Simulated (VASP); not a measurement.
Input of a VASP 6.6.1 run:

INCAR

```
SYSTEM = ScPd
PREC = Accurate ; ENCUT = 400
EDIFF = 1E-8 ; ISMEAR = -1
SIGMA = 0.05 ; LREAL = .FALSE.
LASPH = .TRUE. ; NELM = 120
ALGO = Normal ; ISIF = 2
LWAVE = .FALSE. ; LCHARG = .FALSE.
GGA = PS ; LEFG = .TRUE.
NBANDS = 18 ; GGA_COMPAT = .FALSE.
```

Contents of KPOINTS:

```
regular mesh
0
G
  12 12 12
  0 0 0
```

POSCAR

```
ScPd
1.0
    3.2609657790      0.0000000000      0.0000000000
    0.0000000000      3.2609657790      0.0000000000
    0.0000000000      0.0000000000      3.2609657790
Sc Pd
1 1
Direct
    0.5000000000      0.5000000000      0.5000000000
    0.0000000000      0.0000000000      0.0000000000
```

Potentials or basis: VASP PAW PBE potentials, release 64 (Sc_sv, Pd).

Run with:

```sh
$ cat potpaw_PBE.64/Sc_sv/POTCAR potpaw_PBE.64/Pd/POTCAR > POTCAR
$ mpirun -np 1 vasp_std > vasp.out
```

**Question.** What does it give for the pressure?

**Answer.** 0.8 GPa.

Caveat: without QUAD_EFG the Cq values of the log hold for a quadrupole moment of 1 mb, not for the nuclei; the PAW data sets were made with another functional, which shifts forces and pressure a little.
